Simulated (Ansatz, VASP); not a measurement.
**Two plane-wave programs on CdTe**

INCAR

```
SYSTEM = CdTe
PREC     = Accurate       ! precision mode
ENCUT    = 520            ! plane-wave cutoff, eV
EDIFF    = 1E-7           ! SCF threshold, eV
ISMEAR   = 0              ! smearing method
SIGMA    = 0.05           ! smearing width, eV
LREAL    = .False.        ! projectors in reciprocal space
LASPH    = .True.         ! aspherical terms in the spheres
NELM     = 100            ! most SCF steps
ALGO     = Normal         ! electronic algorithm
ISIF     = 2              ! what is computed and relaxed
LWAVE    = .False.        ! write WAVECAR
LCHARG   = .False.        ! write CHGCAR
GGA      = PS             ! functional
NBANDS   = 16             ! bands
```

Contents of KPOINTS:

```
Automatic mesh
0
Gamma
  8 8 8
  0 0 0
```

The input POSCAR:

```
CdTe
1.0
    0.0000000000      3.0374569895      3.0374569895
    3.0374569895      0.0000000000      3.0374569895
    3.0374569895      3.0374569895      0.0000000000
Cd Te
1 1
Direct
    0.5000000000      0.5000000000      0.5000000000
    0.0000000000      0.0000000000      0.0000000000
```

Input for Ansatz:

```yaml
crystal:
  lattice:
    - [0.0, 3.0374569895, 3.0374569895]
    - [3.0374569895, 0.0, 3.0374569895]
    - [3.0374569895, 3.0374569895, 0.0]
  atoms:
    - { symbol: Cd, position: [0.5, 0.5, 0.5] }
    - { symbol: Te, position: [0.0, 0.0, 0.0] }
basis:
  ecutwfc: 420
  ecutrho_ratio: 4
kpoints:
  mp_grid: { grid: [8, 8, 8] }
hamiltonian:
  xc: pbesol
scf:
  occupations: { method: gaussian, width: 0.05 }
output:
  forces: true
  stress: true
  eigenvalues: true
```

Alike in both runs: task single point; functional PBEsol; k mesh 8 × 8 × 8; occupations gaussian, width 0.05 eV; no spin polarisation.

|  | VASP | Ansatz |
| --- | --- | --- |
| version | VASP 6.6.1 | Ansatz 0.2.0 |
| potentials or method | VASP PAW PBE potentials, release 64 (Cd, Te), cutoff 520 eV | scalar-relativistic, plane waves, PAW |
| valence electrons in the cell | 18 | 36 |

|  | VASP | Ansatz | Ansatz less VASP |
| --- | --- | --- | --- |
| pressure (GPa) | -1.8 | -2.0 | -0.21 |

VASP's potentials were made for PBE, not for PBEsol. With one functional, cell and mesh, what is left measures potentials, basis and numerics. VASP's potentials hold 18 valence electrons a cell and Ansatz's 36, so a difference there can come from the potentials and not from the codes.

Spin-orbit coupling is off throughout.
